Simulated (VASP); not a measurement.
InO: single point with PBE

InO, a slab with vacuum:

```
In O
1.0
     3.45361    0.00000    0.00000
    -1.72681    2.99092    0.00000
     0.00000    0.00000   16.67095
In O
2 2
Direct
  0.66667 0.33333 0.59002
  0.66667 0.33333 0.40998
  0.00000 0.00000 0.63987
  0.00000 0.00000 0.36013
```

This cell differs from its parent crystal: strain +0.000 along x and y, +0.050 along z.

- Program: VASP 6.6.1
- Task: single point
- Functional: PBE
- Potentials or basis: VASP PAW PBE potentials, release 64 (In_d, O)
- Cutoff: 520 eV
- k mesh: 12 × 12 × 2
- Occupations: gaussian, width 0.03 eV
- Spin: no spin polarisation
- Dipole correction: no
- Further INCAR settings: ALGO = Normal; EDIFF = 1e-07; NBANDS = 27

* Largest force: 0.334 eV/Å
* Band gap on the k mesh: 0.18 eV (least direct gap 1.02 eV)

Forces on the atoms (eV/Å):
```
In   0.000  0.000 -0.189
In   0.000  0.000  0.189
O    0.000  0.000 -0.334
O    0.000  0.000  0.334
```

Levels at points of the mesh, in eV from the valence-band top:
| k point | band 16 | band 17 | band 18 | band 19 | band 20 | band 21 | band 22 | band 23 |
| --- | --- | --- | --- | --- | --- | --- | --- | --- |
| (0.00, 0.00, 0.00) | -1.78 | -1.75 | -1.75 | -0.84 | 0.18 | 3.04 | 6.01 | 6.18 |
| (0.50, 0.00, 0.00) | -2.61 | -2.53 | -2.11 | -0.29 | 2.20 | 3.69 | 4.89 | 6.72 |
| (0.00, 0.00, 0.50) | -1.78 | -1.75 | -1.75 | -0.84 | 0.18 | 3.04 | 5.86 | 6.56 |
| (0.50, 0.00, 0.50) | -2.61 | -2.53 | -2.11 | -0.29 | 2.20 | 3.69 | 4.89 | 6.72 |

Run time: 6.4 min on 1 thread of Intel Xeon 8259CL, with other jobs on the host, peak memory 0.39 GiB.

Caveat: the cell differs from its parent crystal (strain +0.000 along x and y, +0.050 along z); spin-orbit coupling is left out, which moves the levels of the heavy elements.
